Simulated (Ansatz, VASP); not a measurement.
## One calculation of Be, two programs

```
Be
1.0
    -1.93741    1.93741    1.00107
     1.93741   -1.93741    1.00107
     1.93741    1.93741   -1.00107
Be
2
Direct
  0.62500 0.87500 0.75000
  0.37500 0.12500 0.25000
```

Change from the starting cell: volume scaled by 0.8, LAPW.

Alike in both runs: task single point; functional PBE; k mesh 20 × 20 × 20; occupations fermi-dirac, width 0.08 eV; no spin polarisation.

|  | VASP | Ansatz |
| --- | --- | --- |
| version | VASP 6.6.1 | Ansatz 0.2.0 |
| potentials or method | VASP PAW PBE potentials, release 64 (Be), cutoff 520 eV | all-electron LAPW, scalar-relativistic |

Ansatz gave:

```
pressure (GPa)                                                : 26.8
traceless stress, the component that is largest in VASP (GPa) : 0.03
```

Task: Estimate VASP's values.

Result: Pressure (GPa): 27.0; traceless stress, the component that is largest in VASP (GPa): 0.09.

Ansatz ran all-electron here, and VASP with PAW potentials.
